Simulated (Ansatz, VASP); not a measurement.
## Two plane-wave programs on NaF

```
Na F
1.0
     0.00000    2.34999    2.34999
     2.34999    0.00000    2.34999
     2.34999    2.34999    0.00000
Na F
1 1
Direct
  0.00000 0.00000 0.00000
  0.50000 0.50000 0.50000
```

Alike in both runs: task relaxation of cell and atoms; functional PBE; k mesh 8 × 8 × 8; occupations gaussian, width 0.02 eV; no spin polarisation.

|  | VASP | Ansatz |
| --- | --- | --- |
| version | VASP 6.6.1 | Ansatz 0.2.0 |
| potentials or method | VASP PAW PBE potentials, release 64 (Na_pv, F), cutoff 600 eV | scalar-relativistic, plane waves, PAW |
| valence electrons in the cell | 14 | 16 |

Ansatz gave:

* gap on the k mesh at the Fermi level, each at its own relaxed structure (eV): 6.09
* relaxed volume (Å³/atom): 12.98
* relaxed cell length with the largest relative difference (Å): 3.323

Q: Estimate VASP's values.

A: gap on the k mesh at the Fermi level, each at its own relaxed structure (eV): 6.09; relaxed volume (Å³/atom): 12.94; relaxed cell length with the largest relative difference (Å): 3.320.

VASP's potentials hold 14 valence electrons a cell and Ansatz's 16, so a difference there can come from the potentials and not from the codes.
